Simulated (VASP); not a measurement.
Crystal: CuO.

```
CELL_PARAMETERS angstrom
2.34465 -1.71340 0.00000
2.34465 1.71340 0.00000
-0.86055 0.00000 5.05944
ATOMIC_POSITIONS crystal
Cu 0.00320 0.49680 0.00000
Cu 0.49680 0.00320 0.50000
O 0.57140 0.40560 0.25370
O 0.40560 0.57140 0.75370
```

Base run:

* Program: VASP 6.6.1
* Functional: PBE
* Potentials or basis: VASP PAW PBE potentials, release 64 (Cu, O)
* Cutoff: 520 eV
* k mesh: 8 × 8 × 6
* Occupations: gaussian, width 0.05 eV
* Spin: collinear spin
* Starting moments: [1.0, 1.0, 0.0, 0.0] μB
* Hubbard terms: Cu d U = 4.0 eV

Its results: band gap on the k mesh zero (filled and empty bands overlap); pressure 4.9 GPa; net moment 2.00 μB per cell; site moments Cu +0.66; O +0.30 μB; largest force 0.809 eV/Å.

Task: The run is repeated on the same cell with these changes: k mesh from 8 × 8 × 6 to 5 × 5 × 3; further incar settings from ALGO = Normal; EDIFF = 1e-06; NBANDS = 29 to ALGO = Normal; EDIFF = 1e-07; NBANDS = 29. What comes out?

Result: Band gap on the k mesh 0.11 eV (least direct gap 0.14 eV); pressure 4.9 GPa; net moment 2.00 μB per cell; site moments Cu +0.66; O +0.30 μB; largest force 0.809 eV/Å.

Caveats: some runs use coarse meshes; semilocal functionals underestimate gaps, and a narrow one can read as zero; the cell stands under pressure (at least some runs).

A k mesh can miss the band edges.
